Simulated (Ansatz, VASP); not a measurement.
## ZnSe in VASP and in Ansatz

INCAR

```
SYSTEM = ZnSe
ALGO = Normal ; EDIFF = 1E-6
ENCUT = 520 ; GGA = PE
ISIF = 2 ; ISMEAR = -1
LASPH = .True. ; LCHARG = .True.
LELF = .True. ; LREAL = .False.
LVHAR = .True. ; LWAVE = .False.
NBANDS = 26 ; NELM = 80
PREC = Accurate ; SIGMA = 0.02
```

File KPOINTS:

```
k-points
0
Gamma
  6 6 4
  0 0 0
```

The input POSCAR:

```
ZnSe
1.0
    3.7796032577      0.0000000000      0.0000000000
   -1.8898016288      3.2732324374      0.0000000000
    0.0000000000      0.0000000000      6.1204055548
Zn Se
2 2
Direct
    0.0000000000      0.0000000000      0.0000000000
    0.0000000000      0.0000000000      0.5000000000
    0.3333333333      0.6666666667      0.2500000000
    0.6666666667      0.3333333333      0.7500000000
```

Input for Ansatz:

```yaml
crystal:
  lattice:
    - [3.7796032577, 0.0, 0.0]
    - [-1.8898016288, 3.2732324374, 0.0]
    - [0.0, 0.0, 6.1204055548]
  atoms:
    - { symbol: Zn, position: [0.0, 0.0, 0.0] }
    - { symbol: Zn, position: [0.0, 0.0, 0.5] }
    - { symbol: Se, position: [0.3333333333, 0.6666666667, 0.25] }
    - { symbol: Se, position: [0.6666666667, 0.3333333333, 0.75] }
kpoints:
  mp_grid: { grid: [6, 6, 4] }
hamiltonian:
  xc: pbe
scf:
  occupations: { method: fermi_dirac, width: 0.02 }
  n_extra_bands: 5
output:
  forces: true
  stress: true
  eigenvalues: true
```

Alike in both runs: task single point; functional PBE; k mesh 6 × 6 × 4; occupations fermi-dirac, width 0.02 eV; no spin polarisation.

```csv
,VASP,Ansatz
version,VASP 6.6.1,Ansatz 0.2.0
potentials or method,"VASP PAW PBE potentials, release 64 (Zn, Se)","plane waves, PAW"
plane-wave cutoff (eV),520,420
valence electrons in the cell,36,56
```

```csv
,VASP,Ansatz,Ansatz less VASP
pressure (GPa),2.5,2.3,-0.22
```

VASP's potentials hold 36 valence electrons a cell and Ansatz's 56, so a difference there can come from the potentials and not from the codes.
